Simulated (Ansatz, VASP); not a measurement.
KF in VASP and in Ansatz

The input INCAR:

```
SYSTEM = KF
  PREC = Accurate
  ENCUT = 520
  EDIFF = 1E-7
  ISMEAR = -1
  SIGMA = 0.1
  LREAL = .False.
  LASPH = .True.
  NELM = 150
  ALGO = Normal
  ISIF = 2
  LWAVE = .False.
  LCHARG = .False.
  LNONCOLLINEAR = .True.
  MAGMOM = -0.036 0.113 0.308 0 0 0
  LORBIT = 11
  GGA = PE
  NBANDS = 28
```

Contents of KPOINTS:

```
regular mesh
0
Gamma
  6 6 6
  0 0 0
```

Contents of POSCAR:

```
KF
1.0
    3.3228723057      0.0000000000      0.0000000000
    0.0000000000      3.3228723057      0.0000000000
    0.0000000000      0.0000000000      3.3228723057
K F
1 1
Direct
    0.0000000000      0.0000000000      0.0000000000
    0.5000000000      0.5000000000      0.5000000000
```

The input input.yaml:

```yaml
crystal:
  lattice:
    - [3.3228723057, 0.0, 0.0]
    - [0.0, 3.3228723057, 0.0]
    - [0.0, 0.0, 3.3228723057]
  atoms:
    - { symbol: K, position: [0.0, 0.0, 0.0], spin: 0.33, spin_axis: [-0.109076, 0.342379, 0.933209] }
    - { symbol: F, position: [0.5, 0.5, 0.5] }
kpoints:
  mp_grid: { grid: [6, 6, 6] }
scf:
  occupations: { method: fermi_dirac, width: 0.1 }
hamiltonian:
  xc: pbe
  pseudopotentials: { kind: all_electron, lapw: { basis_error: 0.001 } }
magnetization:
  noncollinear: true
output:
  forces: true
  stress: true
  eigenvalues: true
```

Change from the starting cell: volume scaled by 1.06.

Alike in both runs: task single point; functional PBE; k mesh 6 × 6 × 6; occupations fermi-dirac, width 0.1 eV; non-collinear spin.

|  | VASP | Ansatz |
| --- | --- | --- |
| version | VASP 6.6.1 | Ansatz 0.2.0 |
| potentials or method | VASP PAW PBE potentials, release 64 (K_sv, F), cutoff 520 eV | all-electron LAPW, scalar-relativistic |

|  | VASP | Ansatz | Ansatz less VASP |
| --- | --- | --- | --- |
| gap on the k mesh at the Fermi level (eV) | 5.88 | 5.89 | +0.010 |
| least direct gap on the mesh (eV) | 5.94 | 5.95 | +0.010 |
| pressure (GPa) | -1.7 | -1.7 | +0.04 |
| net moment per atom (μB) | 0.00 | 0.00 | 0.000 |

Ansatz ran all-electron here, and VASP with PAW potentials.
